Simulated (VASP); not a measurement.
**Al3InAs4: single point with PBE**

Crystal: Al3InAs4.

```
CELL_PARAMETERS angstrom
3.90053 0.00000 0.00000
0.00000 3.90053 0.00000
0.00000 0.00000 11.03235
ATOMIC_POSITIONS crystal
Al 0.00000 0.00000 0.75000
Al 0.50000 0.50000 0.50000
Al 0.00000 0.00000 0.25000
In 0.50000 0.50000 0.00000
As 0.50000 0.00000 0.62500
As 0.00000 0.50000 0.37500
As 0.50000 0.00000 0.12500
As 0.00000 0.50000 0.87500
```

- Program: VASP 6.6.1
- Task: single point
- Functional: PBE
- Potentials or basis: VASP PAW PBE potentials, release 64 (Al, In_d, As)
- Cutoff: 520 eV
- k mesh: 4 × 4 × 2
- Occupations: gaussian, width 0.1 eV
- Spin: no spin polarisation

```json
{"Pressure": "16.9 GPa", "Largest force": "2.479 eV/Å", "Band gap on the k mesh": "1.16 eV, indirect (least direct gap 1.19 eV)"}
```

Forces in eV/Å, atoms in the order of the input:
```
Al   0.000  0.000 -0.058
Al   0.000  0.000  0.000
Al   0.000  0.000  0.058
In   0.000  0.000  0.000
As   0.000  0.000  0.018
As   0.000  0.000 -0.018
As   0.000  0.000  2.479
As   0.000  0.000 -2.479
```

Stress tensor (GPa, compression positive):
```
17.25  0.00  0.00
 0.00 17.25  0.00
 0.00  0.00 16.13
```

Levels at points of the mesh, in eV from the valence-band top:
| k point | band 19 | band 20 | band 21 | band 22 | band 23 | band 24 |
| --- | --- | --- | --- | --- | --- | --- |
| (0.00, 0.00, 0.00) | -0.04 | 0.00 | 0.00 | 1.19 | 2.14 | 2.22 |
| (0.50, 0.00, 0.00) | -1.13 | -0.97 | -0.89 | 2.18 | 2.23 | 3.24 |
| (0.50, 0.50, 0.00) | -2.64 | -2.64 | -2.61 | 1.16 | 1.16 | 2.08 |
| (0.00, 0.00, 0.50) | -0.81 | -0.46 | -0.46 | 1.40 | 1.64 | 2.45 |
| (0.50, 0.00, 0.50) | -1.15 | -1.14 | -0.90 | 2.98 | 3.09 | 3.14 |
| (0.50, 0.50, 0.50) | -3.11 | -3.00 | -3.00 | 2.19 | 2.19 | 2.49 |

Wall time 45 s on 1 thread of AMD EPYC 9R14 (Zen 4), with other jobs on the host, peak memory 0.25 GiB.

Caveat: spin-orbit coupling is left out, which moves the levels of the heavy elements; forces of over 1 eV/Å act on the atoms, so gaps and moduli don't describe the material at rest. A hybrid or GW would open this gap; PBE tends to underestimate it.
